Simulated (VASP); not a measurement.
Runs of VASP 6.6.1 on AgI. The structure is that of space group F-43m (No. 216), or close to it. The cells are those of the table. 

```csv
task,level,potentials or basis,cell,cutoff (eV),smearing,gap on the mesh (eV),pressure (GPa)
single point,r2SCAN,"VASP PAW PBE potentials, release 64 (Ag, I)","a = 4.651 Å, angles 60.0°, 2 atoms",550,fermi-dirac 0.02 eV,1.79,-0.1
single point,r2SCAN,"VASP PAW PBE potentials, release 64 (Ag, I)","a = 4.651 Å, angles 60.0°, 2 atoms",550,gaussian 0.01 eV,1.79,-0.1
single point,LDA,"VASP PAW LDA potentials, release 64 (Ag, I)","a = 4.490 Å, angles 60.0°, 2 atoms",500,fermi-dirac 0.02 eV,1.09,0.0
relaxation of cell and atoms,PBE,"VASP PAW PBE potentials, release 64 (Ag, I)","relaxed from a = 4.577 Å, angles 60.0°, 2 atoms",500,fermi-dirac 0.02 eV,(a),0.0
```

Alike in all rows: no spin polarisation; k mesh 6 × 6 × 6.

Estimate the missing entries.

(a) 1.34.

Caveats: spin-orbit coupling is left out, which moves the levels of the heavy elements; the PAW data sets were made with another functional, which shifts forces and pressure a little (some runs).

A k mesh can miss the band edges, and the runs leave out spin-orbit coupling on Ag, I.
